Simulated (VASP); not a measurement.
# NbCd3 (Pm-3m) in VASP: vibrations by perturbation theory with LDA

Aim: the vibrations by perturbation theory of NbCd3 with LDA.

Everything below comes from runs of VASP 6.6.1. Logs are shortened: lines on timing, memory, paths and dates and some standing lists are left out, and cuts for length are marked.

### Step 1. The cell of the first run

The structure is cubic, space group Pm-3m (No. 221). Conventional cell: a = 4.143 Å, b = 4.143 Å, c = 4.143 Å, α = 90.00°, β = 90.00°, γ = 90.00°. Nb (site symmetry m-3m) has 12 Cd at 2.93 Å within 3.9 Å. Within 3.9 Å of Cd (site symmetry 4/mmm) lie 4 Nb at 2.93 Å and 8 Cd at 2.93 Å.

### Step 2. Vibrations by perturbation theory, LDA (17.78 Å³/atom)

INCAR

```
SYSTEM = NbCd3
PREC = Accurate
ENCUT = 520
EDIFF = 1E-8
ISMEAR = -1
SIGMA = 0.1
LREAL = .False.
LASPH = .True.
NELM = 60
ALGO = Normal
ISIF = 2
LWAVE = .False.
LCHARG = .False.
IBRION = 8
NSW = 1
```

KPOINTS

```
regular mesh
0
Gamma
  8 8 8
  0 0 0
```

POSCAR

```
NbCd3
1.0
    4.1428655882      0.0000000000      0.0000000000
    0.0000000000      4.1428655882      0.0000000000
    0.0000000000      0.0000000000      4.1428655882
Nb Cd
1 3
Direct
    0.0000000000      0.0000000000      0.0000000000
    0.0000000000      0.5000000000      0.5000000000
    0.5000000000      0.0000000000      0.5000000000
    0.5000000000      0.5000000000      0.0000000000
```

Potentials or basis: VASP PAW LDA potentials, release 64 (Nb_sv, Cd).

Run with:

```
$ cat potpaw_LDA.64/Nb_sv/POTCAR potpaw_LDA.64/Cd/POTCAR > POTCAR
$ mpirun -np 1 vasp_std > vasp.out
```

OUTCAR:

```text
SYSTEM = NbCd3
   PREC = Accurate
   ENCUT = 520
   EDIFF = 1E-8
   ISMEAR = -1
   LREAL = .False.
   LASPH = .True.
   NELM = 60
   ISIF = 2
   IBRION = 8
   NSW = 1

 ion  position               nearest neighbor table
   1  0.000  0.000  0.000-   2 2.93   3 2.93   4 2.93   2 2.93   3 2.93   2 2.93   4 2.93   2 2.93
                             3 2.93   4 2.93   3 2.93   4 2.93
   2  0.000  0.500  0.500-   1 2.93   3 2.93   4 2.93   1 2.93   4 2.93   1 2.93   3 2.93   1 2.93
                             3 2.93   4 2.93   4 2.93   3 2.93
   3  0.500  0.000  0.500-   1 2.93   2 2.93   4 2.93   1 2.93   4 2.93   2 2.93   4 2.93   4 2.93
                             1 2.93   2 2.93   1 2.93   2 2.93
   4  0.500  0.500  0.000-   1 2.93   2 2.93   3 2.93   2 2.93   3 2.93   1 2.93   3 2.93   3 2.93
                             1 2.93   2 2.93   2 2.93   1 2.93

  LATTYP: Found a simple cubic cell.
 ALAT       =     4.1428655882

  Lattice vectors:

 A1 = (   4.1428655882,   0.0000000000,   0.0000000000)
 A2 = (   0.0000000000,   4.1428655882,   0.0000000000)
 A3 = (   0.0000000000,   0.0000000000,   4.1428655882)

Analysis of symmetry for initial positions (statically):
=====================================================================
 Subroutine PRICEL returns:
 Original cell was already a primitive cell.

 Routine SETGRP: Setting up the symmetry group for a
 simple cubic supercell.

 Subroutine GETGRP returns: Found 48 space group operations
 (whereof 48 operations were pure point group operations)
 out of a pool of 48 trial point group operations.

The static configuration has the point symmetry O_h .

Analysis of symmetry for dynamics (positions and initial velocities):
=====================================================================
 Subroutine PRICEL returns:
 Original cell was already a primitive cell.

 Routine SETGRP: Setting up the symmetry group for a
 simple cubic supercell.

 Subroutine GETGRP returns: Found 48 space group operations
 (whereof 48 operations were pure point group operations)
 out of a pool of 48 trial point group operations.

The dynamic configuration has the point symmetry O_h .

 Subroutine INISYM returns: Found 48 space group operations
 (whereof 48 operations are pure point group operations),
 and found     1 'primitive' translations

----------------------------------------------------------------------------------------

                                     Primitive cell

  volume of cell :      71.1054

  direct lattice vectors                    reciprocal lattice vectors
     4.142865588  0.000000000  0.000000000     0.241378818  0.000000000  0.000000000
     0.000000000  4.142865588  0.000000000     0.000000000  0.241378818  0.000000000
     0.000000000  0.000000000  4.142865588     0.000000000  0.000000000  0.241378818

  length of vectors
     4.142865588  4.142865588  4.142865588     0.241378818  0.241378818  0.241378818

[... 130 lines left out ...]
  free energy    TOTEN  =       -15.47262447 eV

  energy without entropy =      -15.41987299  energy(sigma->0) =      -15.44624873

 E-fermi :   5.5522     XC(G=0): -12.5453

 val. band max:        5.5232619840   @ k =   0.3750   0.2500   0.1250
 cond. band min:       5.6203315184   @ k =   0.2500   0.2500   0.1250
 fundamental gap:      0.0970695344
 Fermi energy:         5.5522280427

 k-point     1 :       0.0000    0.0000    0.0000
  band No.  band energies     occupation
      1     -48.9254      2.00000
      2     -25.1711      2.00000
      3     -25.1711      2.00000
      4     -25.1711      2.00000
      5      -4.4340      2.00000
      6      -4.1541      2.00000
[... 757 lines left out ...]
     28       7.6927      0.00000
     29      10.3295      0.00000

 [... further k-points ...]
[... 5 lines left out ...]
  --------------------------------------------------------------------------------------
  -------------------------------------------------------------------------------------
  Total        2.2774759      2.2774759      2.2774759     -0.0000000      0.0000000     -0.0000000
  in kB       51.3170697     51.3170697     51.3170697     -0.0000000      0.0000000     -0.0000000
  external PRESSURE =      51.3170697 kB  Pullay stress =       0.0000000 kB

 VOLUME and BASIS-vectors are now :
 -----------------------------------------------------------------------------
  energy-cutoff  :      520.00
  volume of cell :       71.11
      direct lattice vectors                 reciprocal lattice vectors
     4.142865588  0.000000000  0.000000000     0.241378818  0.000000000  0.000000000
     0.000000000  4.142865588  0.000000000     0.000000000  0.241378818  0.000000000
     0.000000000  0.000000000  4.142865588     0.000000000  0.000000000  0.241378818

 POSITION                                       TOTAL-FORCE (eV/Angst)
 -----------------------------------------------------------------------------------
      0.00000      0.00000      0.00000         0.000000      0.000000      0.000000
      0.00000      2.07143      2.07143         0.000000      0.000000      0.000000
      2.07143      0.00000      2.07143         0.000000      0.000000      0.000000
      2.07143      2.07143      0.00000         0.000000      0.000000      0.000000
 -----------------------------------------------------------------------------------
    total drift:                                0.000000     -0.000000     -0.000000

  FREE ENERGIE OF THE ION-ELECTRON SYSTEM (eV)
  ---------------------------------------------------
  free  energy   TOTEN  =       -15.4726244708 eV

  energy  without entropy=      -15.4198729946  energy(sigma->0) =      -15.44624873

[... ionic steps 2 to 3 ...]

--------------------------------------- Ionic step        4  -------------------------------------------

------------------------ aborting loop because EDIFF is reached ----------------------------------------

[... ionic steps 5 to 6 ...]

--------------------------------------- Ionic step        7  -------------------------------------------

------------------------ aborting loop because EDIFF is reached ----------------------------------------

--------------------------------------- Ionic step        8  -------------------------------------------

 Free energy of the ion-electron system (eV)
  ---------------------------------------------------
  ---------------------------------------------------
  free energy    TOTEN  =        -0.42981520 eV

  energy without entropy =       -0.42981519

------------------------ aborting loop because EDIFF is reached ----------------------------------------

 INTERNAL STRAIN TENSOR  FOR ION    2  DIRECTION 2   (eV/Angst):
 -----------------------------------------------------------------------------
    -0.00739  0.00000  0.00000
     0.00000  0.00226  0.00000
     0.00000  0.00000  0.00369

 INTERNAL STRAIN TENSOR FOR ION    4 for displacements in x,y,z  (eV/Angst):
          X           Y           Z          XY          YZ          ZX
  --------------------------------------------------------------------------------
  x     0.00000     0.00000     0.00000     0.00000     0.00000     0.00000
  y     0.00000     0.00000     0.00000     0.00000     0.00000     0.00000
  z     0.00000     0.00000     0.00000     0.00000     0.00000     0.00000

 SECOND DERIVATIVES (NOT SYMMETRIZED)
 ------------------------------------
               1X          1Y          1Z          2X          2Y          2Z          3X          3Y          3Z          4X          4Y          4Z
  1X   -10.232691   -0.000000   -0.000000    0.202914   -0.000000   -0.000000    5.014888   -0.000000    0.000000    5.014888   -0.000000   -0.000000
  1Y    -0.000000  -10.232691   -0.000000   -0.000000    5.014888    0.000000   -0.000000    0.202914   -0.000000   -0.000000    5.014888   -0.000000
  1Z    -0.000000    0.000000  -10.232691    0.000000    0.000000    5.014888    0.000000   -0.000000    5.014888    0.000000   -0.000000    0.202914
  2X     0.192328   -0.000000    0.000000   -6.348547   -0.000000   -0.000000    3.078110    0.000000    0.000000    3.078110   -0.000000   -0.000000
  2Y     0.000000    5.013777    0.000000    0.000000   -7.037684    0.000000    0.000000    3.075575    0.000000    0.000000   -1.051668    0.000000
  2Z     0.000000    0.000000    5.013777    0.000000    0.000000   -7.037684    0.000000    0.000000   -1.051668    0.000000    0.000000    3.075575
  3X     5.013777    0.000000    0.000000    3.075575    0.000000    0.000000   -7.037684    0.000000    0.000000   -1.051668    0.000000    0.000000
  3Y    -0.000000    0.192328    0.000000    0.000000    3.078110   -0.000000   -0.000000   -6.348547   -0.000000   -0.000000    3.078110   -0.000000
  3Z     0.000000    0.000000    5.013777    0.000000    0.000000   -1.051668    0.000000    0.000000   -7.037684    0.000000    0.000000    3.075575
  4X     5.013777    0.000000    0.000000    3.075575    0.000000    0.000000   -1.051668    0.000000    0.000000   -7.037684    0.000000    0.000000
  4Y     0.000000    5.013777    0.000000    0.000000   -1.051668    0.000000    0.000000    3.075575    0.000000    0.000000   -7.037684    0.000000
  4Z     0.000000    0.000000    0.192328    0.000000    0.000000    3.078110    0.000000    0.000000    3.078110   -0.000000   -0.000000   -6.348547

 Eigenvectors and eigenvalues of the dynamical matrix
 ----------------------------------------------------

   1 f  =    6.400597 THz    40.216137 2PiTHz  213.500937 cm-1    26.470731 meV
             X         Y         Z           dx          dy          dz
      0.000000  0.000000  0.000000    -0.349646    0.664391    0.000000
      0.000000  2.071433  2.071433    -0.095732   -0.392815    0.000000
      2.071433  0.000000  2.071433     0.206725    0.181909   -0.000000
      2.071433  2.071433  0.000000     0.206725   -0.392815   -0.000000
[... 71 lines left out ...]
  12 f/i=    0.001703 THz     0.010698 2PiTHz    0.056791 cm-1     0.007041 meV
             X         Y         Z           dx          dy          dz
      0.000000  0.000000  0.000000     0.393172    0.237957   -0.067337
      0.000000  2.071433  2.071433     0.432916    0.261903   -0.074113
      2.071433  0.000000  2.071433     0.432737    0.262012   -0.074113
      2.071433  2.071433  0.000000     0.432737    0.261903   -0.074144

--------------------------------------------------------------------------------------------------------

 ELASTIC MODULI CONTR FROM IONIC RELAXATION (kBar)
 Direction    XX          YY          ZZ          XY          YZ          ZX
 --------------------------------------------------------------------------------
 XX           0.0000      0.0000      0.0000      0.0000      0.0000      0.0000
 YY           0.0000      0.0000      0.0000      0.0000      0.0000      0.0000
 ZZ           0.0000      0.0000      0.0000      0.0000      0.0000      0.0000
 XY           0.0000      0.0000      0.0000      0.0000      0.0000      0.0000
 YZ           0.0000      0.0000      0.0000      0.0000      0.0000      0.0000
 ZX           0.0000      0.0000      0.0000      0.0000      0.0000      0.0000
 --------------------------------------------------------------------------------
```

Wall time 9.1 min (1 thread of AMD EPYC 9R45 (Zen 5), shared host); peak memory 0.55 GiB.

What came out:

```
Highest phonon frequency at Γ : 214 cm⁻¹
```

Phonon frequencies in cm⁻¹ (negative: imaginary):
```csv
q point,frequencies
"(0.000, 0.000, 0.000)",0 0 0 120 120 120 139 139 139 214 214 214
```

Caveat: the cell stands under pressure or tension, which shifts response properties.
